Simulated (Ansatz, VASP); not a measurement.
# One calculation of GeMo, two programs

The input POSCAR:

```
GeMo
1.0
    0.0000000000      2.1568366711      2.1568366711
    2.1568366711      0.0000000000      2.1568366711
    2.1568366711      2.1568366711      0.0000000000
Mo Ge
1 1
Direct
    0.0000000000      0.0000000000      0.0000000000
    0.5000000000      0.5000000000      0.5000000000
```

File INCAR.step1:

```
SYSTEM = GeMo
  ALGO = Normal
  EDIFF = 1E-4
  ENCUT = 520
  GGA = PE
  ISMEAR = -1
  LASPH = .True.
  LCHARG = .False.
  LREAL = .False.
  LWAVE = .True.
  NBANDS = 21
  NELM = 100
  PREC = Accurate
  SIGMA = 0.08
```

Contents of INCAR.step2:

```
SYSTEM = GeMo
  ALGO = Normal
  EDIFF = 1E-6
  ENCUT = 520
  ISIF = 2
  ISMEAR = -1
  ISTART = 1
  LASPH = .True.
  LCHARG = .False.
  LMIXTAU = .True.
  LREAL = .False.
  LWAVE = .False.
  METAGGA = R2SCAN
  NBANDS = 21
  NELM = 100
  PREC = Accurate
  SIGMA = 0.08
```

Contents of KPOINTS:

```
k-points
0
Gamma
  14 14 14
  0 0 0
```

Input for Ansatz:

```yaml
crystal:
  lattice:
    - [0.0, 2.1568366711, 2.1568366711]
    - [2.1568366711, 0.0, 2.1568366711]
    - [2.1568366711, 2.1568366711, 0.0]
  atoms:
    - { symbol: Mo, position: [0.0, 0.0, 0.0] }
    - { symbol: Ge, position: [0.5, 0.5, 0.5] }
kpoints:
  mp_grid: { grid: [14, 14, 14] }
scf:
  occupations: { method: fermi_dirac, width: 0.08 }
hamiltonian:
  xc: r2scan
  pseudopotentials: { kind: paw }
output:
  forces: true
  stress: true
  eigenvalues: true
  populations: true
```

Change from the starting cell: volume scaled by 0.6, PAW files.

Alike in both runs: task single point; functional r2SCAN; k mesh 14 × 14 × 14; occupations fermi-dirac, width 0.08 eV; no spin polarisation.

|  | VASP | Ansatz |
| --- | --- | --- |
| version | VASP 6.6.1 | Ansatz 0.2.0 |
| potentials or method | VASP PAW PBE potentials, release 64 (Mo_sv, Ge_d) | PAW with Ansatz's default frozen-core files, scalar-relativistic |
| plane-wave cutoff (eV) | 520 | 500 |
| valence electrons in the cell | 28 | 28 |

```tsv
	VASP	Ansatz	Ansatz less VASP
pressure (GPa)	259.7	255.3	-4.45
```

VASP's potentials were made for PBE, not for r2SCAN. Both programs put the cell under a high pressure, so it lies far from rest at this level. With one functional, cell and mesh, what is left measures potentials, basis and numerics.

Noted on VASP's run: the cell as given lies far from equilibrium.
